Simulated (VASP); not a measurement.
The system is Au.

```
Au
1.0
     0.00000    2.03912    2.03912
     2.03912    0.00000    2.03912
     2.03912    2.03912    0.00000
Au
1
Direct
  0.00000 0.00000 0.00000
```

- Program: VASP 6.6.1
- Task: relaxation of cell and atoms
- Functional: BLYP
- Potentials or basis: VASP PAW PBE potentials, release 64 (Au)
- Cutoff: 600 eV
- k mesh: 13 × 13 × 13
- Occupations: fermi-dirac, width 0.1 eV
- Spin: no spin polarisation

At the start: pressure 22.0 GPa; volume 16.96 Å³/atom.

Q: How do energy, volume and symmetry change on relaxing?

A: Over 19 steps the energy falls by 150.3 meV/atom and the volume is 19.53 Å³/atom (+15.2 %); space group Fm-3m (No. 225, to 0.05 Å).

Step by step:
| step | energy change (eV) | largest force (eV/Å) | pressure (GPa) | volume (Å³) |
| --- | --- | --- | --- | --- |
| 1 | 0.0000 | 0.0000 | 21.97 | 16.96 |
| 2 | 0.0051 | 0.0000 | -10.59 | 23.33 |
| 3 | -0.1502 | 0.0000 | -0.45 | 19.63 |
| 4 | -0.1503 | 0.0000 | -0.15 | 19.56 |
| 5 | -0.1503 | 0.0000 | 0.14 | 19.51 |
| 6 | -0.1503 | 0.0000 | 0.15 | 19.51 |
| 7 | -0.1503 | 0.0000 | 0.16 | 19.51 |
| 8 | -0.1503 | 0.0000 | 0.14 | 19.51 |
| 9 | -0.1503 | 0.0000 | 0.14 | 19.51 |
| 10 | -0.1503 | 0.0000 | 0.14 | 19.51 |
| 11 | -0.1503 | 0.0000 | 0.14 | 19.51 |
| 12 | -0.1503 | 0.0000 | 0.14 | 19.51 |
| 13 | -0.1503 | 0.0000 | 0.14 | 19.51 |
| 14 | -0.1503 | 0.0000 | 0.14 | 19.51 |
| 15 | -0.1503 | 0.0000 | 0.15 | 19.51 |
| 16 | -0.1503 | 0.0000 | 0.15 | 19.51 |
| 17 | -0.1503 | 0.0000 | 0.11 | 19.51 |
| 18 | -0.1503 | 0.0000 | 0.08 | 19.52 |
| 19 | -0.1503 | 0.0000 | 0.04 | 19.53 |

Final structure:
```xyz
1
Lattice="0.0000 2.1374 2.1374 2.1374 0.0000 2.1374 2.1374 2.1374 0.0000" Properties=species:S:1:pos:R:3 pbc="T T T"
Au    0.0000    0.0000    0.0000
```

Caveat: the volume moved by over 15 % at a fixed basis, so the end points are rough; the PAW data sets were made with another functional, which shifts forces and pressure a little; the volume moved by +15 % from the deposited cell, more than functionals usually miss.
